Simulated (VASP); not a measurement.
**MoPt: single point with LDA**

Crystal: MoPt.

```
Mo Pt
1.0
     4.43201    0.00000    0.00000
     0.00000    2.70053    0.00000
     0.00000    0.00000    4.88742
Mo Pt
2 2
Direct
  0.25000 0.00000 0.16495
  0.75000 0.00000 0.83505
  0.25000 0.50000 0.66500
  0.75000 0.50000 0.33500
```

```
Program             : VASP 6.6.1
Task                : single point
Functional          : LDA
Potentials or basis : VASP PAW LDA potentials, release 64 (Mo_sv, Pt)
Cutoff              : 520 eV
k mesh              : 6 × 9 × 5
Occupations         : fermi-dirac, width 0.05 eV
Spin                : no spin polarisation
```

```json
{
  "Pressure": "1.1 GPa",
  "Largest force": "0.008 eV/Å",
  "Band gap on the k mesh": "zero (band 24 reaches 13.67 eV, above the bottom of band 25 at 11.51 eV)"
}
```

Forces in eV/Å, atoms in the order of the input:
```
Mo   0.000  0.000  0.002
Mo   0.000  0.000 -0.002
Pt   0.000  0.000 -0.008
Pt   0.000  0.000  0.008
```

Levels at points of the mesh, in eV from the Fermi level:
| k point | band 22 | band 23 | band 24 | band 25 | band 26 | band 27 |
| --- | --- | --- | --- | --- | --- | --- |
| (0.00, 0.00, 0.00) | -1.85 | -1.83 | -1.42 | 0.32 | 1.59 | 1.87 |
| (0.50, 0.00, 0.00) | -2.29 | -0.27 | -0.27 | 0.49 | 0.49 | 1.55 |

Wall time 51 s on 1 thread of Intel(R) Xeon(R) Platinum 8488C (Sapphire Rapids), with other jobs on the host, peak memory 0.21 GiB.

Caveat: spin-orbit coupling is left out, which moves the levels of the heavy elements.
